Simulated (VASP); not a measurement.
A run of VASP 6.6.1 is set up as follows.

File INCAR:

```
SYSTEM = BaRe
PREC = Accurate ; ENCUT = 520
EDIFF = 1E-6 ; ISMEAR = 0
SIGMA = 0.05 ; LREAL = .FALSE.
LASPH = .TRUE. ; NELM = 100
ALGO = Fast ; ISIF = 2
LWAVE = .FALSE. ; LCHARG = .FALSE.
GGA = PE ; NBANDS = 16
```

KPOINTS

```
regular mesh
0
G
  8 8 8
  0 0 0
```

POSCAR

```
BaRe
1.0
    3.8435337789      0.0000000000      0.0000000000
    0.0000000000      3.8435337789      0.0000000000
    0.0000000000      0.0000000000      3.8435337789
Ba Re
1 1
Direct
    0.0000000000      0.0000000000      0.0000000000
    0.5000000000      0.5000000000      0.5000000000
```

Potentials or basis: VASP PAW PBE potentials, release 64 (Ba_sv, Re).

Command:

```console
$ cat potpaw_PBE.64/Ba_sv/POTCAR potpaw_PBE.64/Re/POTCAR > POTCAR
$ mpirun -np 1 vasp_std > vasp.out
```

**Question.** Predict the pressure.

**Answer.** -2.6 GPa.

**Question.** What does it give for the band gap on the k mesh?

**Answer.** Zero (an odd number of electrons rules out a gap without spin polarisation).

Caveat: spin-orbit coupling is left out, which moves the levels of the heavy elements.
